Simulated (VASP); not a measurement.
# Zr (a cell with a defect) in VASP: further runs, part 2 of 2

VASP 6.6.1. Earlier steps stand in the parts before.

## Step 3: Single point, PBE

The input, INCAR:

```
PREC     = Accurate       # precision mode
ENCUT    = 520            # plane-wave cutoff, eV
EDIFF    = 1E-7           # SCF threshold, eV
ISMEAR   = 0              # smearing method
SIGMA    = 0.1            # smearing width, eV
LREAL    = Auto         
LASPH    = T              # aspherical terms in the spheres
NELM     = 80             # most SCF steps
ALGO     = Normal         # electronic algorithm
ISIF     = 2              # what is computed and relaxed
LWAVE    = F              # write WAVECAR
LCHARG   = F              # write CHGCAR
GGA      = PE             # functional
NBANDS   = 103            # bands
```

The input, KPOINTS:

```
Automatic mesh
0
Gamma
  3 3 2
```

The input, POSCAR:

```
Zr
1.0
    3.2226450900      5.5817850400      0.0000000000
   -3.2226450900      5.5817850400      0.0000000000
    0.0000000000      0.0000000000     10.2642120000
Zr
15
Direct
    0.1614773997      0.1776721710      0.1250158317
    0.3296944228      0.3595816730      0.3700864713
    0.3338232607      0.3219916755      0.8699104227
    0.1599491248      0.6830082743      0.1285326141
    0.2090083614      1.0825277598      0.5690480672
    0.1764914354      0.6309606553      0.6260645240
    0.3395264324      0.8215329695      0.8683341692
    0.6566119808      0.1873766297      0.1220520387
    0.8114338807      0.3595535280      0.3700845228
    0.6809750646      0.1386376520      0.6236235183
    0.8447703703      0.3219920459      0.8699113970
    0.6575913830      0.6830173911      0.1285564834
    0.8143404434      0.8719586405      0.3786447513
    0.6930876753      0.6309477268      0.6260594579
    0.8412447663      0.8180427078      0.8804049449
```

Potentials or basis: VASP PAW PBE potentials, release 64 (Zr_sv).

Run with:

```console
> cat potpaw_PBE.64/Zr_sv/POTCAR > POTCAR
> mpirun -np 1 vasp_std > vasp.out
```

OUTCAR:

```text
PREC = Accurate
   ENCUT = 520
   EDIFF = 1E-7
   ISMEAR = 0
   LREAL = Auto
   LASPH = T
   NELM = 80
   ISIF = 2
   GGA = PE

 ion  position               nearest neighbor table
   1  0.161  0.178  0.125-   3 3.16  11 3.16   9 3.19   2 3.19  12 3.19   4 3.19   8 3.22   8 3.22
                             4 3.25  12 3.25   7 3.30
   2  0.330  0.360  0.370-   6 3.03   5 3.06   4 3.07   9 3.10   8 3.13  13 3.13   1 3.19  10 3.27
                            13 3.31   9 3.34
[... 1292 lines left out ...]
  energy-cutoff  :      520.00
  volume of cell :      369.27
      direct lattice vectors                 reciprocal lattice vectors
     3.222645090  5.581785040  0.000000000     0.155152052  0.089577079  0.000000000
    -3.222645090  5.581785040  0.000000000    -0.155152052  0.089577079  0.000000000
     0.000000000  0.000000000 10.264212000     0.000000000  0.000000000  0.097425891

 POSITION                                       TOTAL-FORCE (eV/Angst)
 -----------------------------------------------------------------------------------
     -0.05219      1.89306      1.28319         0.021799     -0.013336     -0.021393
     -0.09632      3.84739      3.79865         0.074032     -0.009485     -0.026693
      0.03813      3.66062      8.92894         0.034803     -0.037945     -0.049271
     -1.68563      4.70521      1.31929         0.004840     -0.019911     -0.001004
      0.40760      1.62729      5.84083        -0.217335      0.125871      0.461850
     -1.46459      4.50702      6.42606         0.004947      0.012395     -0.074912
     -1.55334      6.48078      8.91277        -0.022258      0.012688     -0.060707
      1.51218      4.71096      1.25277        -0.001407      0.001590     -0.013737
      1.45625      6.53620      3.79863         0.044916     -0.060044     -0.026681
      1.74776      4.57490      6.40100        -0.082472      0.047522      0.025921
      1.68473      6.51262      8.92896         0.050794     -0.011309     -0.049143
     -0.08194      7.48299      1.31953         0.020224      0.006104     -0.001043
     -0.18568      9.41256      3.88649         0.081410     -0.047303     -0.047263
      0.20025      7.39048      6.42601        -0.008499     -0.010436     -0.075004
      0.07477      9.26179      9.03666        -0.005793      0.003598     -0.040919
 -----------------------------------------------------------------------------------
    total drift:                               -0.001644      0.001236     -0.005110

  FREE ENERGIE OF THE ION-ELECTRON SYSTEM (eV)
  ---------------------------------------------------
  free  energy   TOTEN  =      -125.4653109652 eV

  energy  without entropy=     -125.3857161898  energy(sigma->0) =     -125.42551358
```

stdout:

```text
POSCAR found type information on POSCAR Zr
 POSCAR found :  1 types and      15 ions
 scaLAPACK will be used
 LDA part: xc-table for (Slater+PW92), standard interpolation
 POSCAR, INCAR and KPOINTS ok, starting setup
 FFT: planning ... GRIDC
 FFT: planning ... GRID_SOFT
 FFT: planning ... GRID
 WAVECAR not read
 entering main loop
```

Wall time 9 min (1 thread of Intel Xeon 6975P-C (Granite Rapids), shared host); peak memory 0.54 GiB.

Results:

| Quantity | Value |
| --- | --- |
| Free energy | -125.4653 eV |
| Pressure | -1.9 GPa |
| Largest force | 0.526 eV/Å |
| Band gap on the k mesh | zero (band 90 reaches 8.70 eV, above the bottom of band 91 at 7.95 eV) |

Forces in eV/Å, atoms in the order of the input:
```
Zr   0.022 -0.013 -0.021
Zr   0.074 -0.009 -0.027
Zr   0.035 -0.038 -0.049
Zr   0.005 -0.020 -0.001
Zr  -0.217  0.126  0.462
Zr   0.005  0.012 -0.075
Zr  -0.022  0.013 -0.061
Zr  -0.001  0.002 -0.014
Zr   0.045 -0.060 -0.027
Zr  -0.082  0.048  0.026
Zr   0.051 -0.011 -0.049
Zr   0.020  0.006 -0.001
Zr   0.081 -0.047 -0.047
Zr  -0.008 -0.010 -0.075
Zr  -0.006  0.004 -0.041
```

Caveat: the k points lie up to 0.38 Å⁻¹ apart.
